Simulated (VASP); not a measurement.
Write the native input for VASP 6.6.1 that does the following.

| Quantity | Value |
| --- | --- |
| Task | single point |
| Functional | PBE |
| Dispersion | D3(BJ) |
| Potentials or basis | VASP PAW PBE potentials, release 64 (Sn_d, O) |
| Cutoff | 520 eV |
| k mesh | 10 × 6 × 8 |
| Occupations | gaussian, width 0.05 eV |
| Spin | no spin polarisation |
| Dipole correction | no |
| Further INCAR settings | ALGO = Normal; EDIFF = 1e-07; NBANDS = 28 |

The structure of SnO lies in POSCAR:

```
SnO
1.0
    3.1571805821      0.0000000000      0.0000000000
    0.0000000000      5.3395362956      0.0000000000
    0.0000000000      0.0000000000      4.7676310594
Sn O
2 2
Direct
    0.0000000000      0.2319090000      0.5131440000
    0.5000000000      0.7680910000      0.0131440000
    0.0000000000      0.8912500000      0.7368570000
    0.5000000000      0.1087500000      0.2368570000
```

This cell differs from its parent crystal: ratio of the length along z to the lengths across it x 1.2, volume and fractional coordinates fixed.

The input as run:

INCAR

```
PREC = Accurate
ENCUT = 520
EDIFF = 1E-7
ISMEAR = 0
SIGMA = 0.05
LREAL = F
LASPH = T
NELM = 60
ALGO = Normal
ISIF = 2
LWAVE = F
LCHARG = F
GGA = PE
IVDW = 12
NBANDS = 28
```

KPOINTS

```
Automatic mesh
0
Gamma
  10 6 8
```

Potentials or basis: VASP PAW PBE potentials, release 64 (Sn_d, O).

Command:

```bash
$ cat potpaw_PBE.64/Sn_d/POTCAR potpaw_PBE.64/O/POTCAR > POTCAR
$ mpirun -np 1 vasp_std > vasp.out
```

It gave:

```
Pressure                   : 0.7 GPa
Largest force              : 0.408 eV/Å
Band gap on the k mesh     : 1.17 eV (least direct gap 1.41 eV)
Dispersion energy per atom : -0.205 eV
```

Caveat: spin-orbit coupling is left out, which moves the levels of the heavy elements.

It took 3.7 min on 1 thread of Intel(R) Xeon(R) Platinum 8488C (Sapphire Rapids) (shared host), peak memory 0.34 GiB.
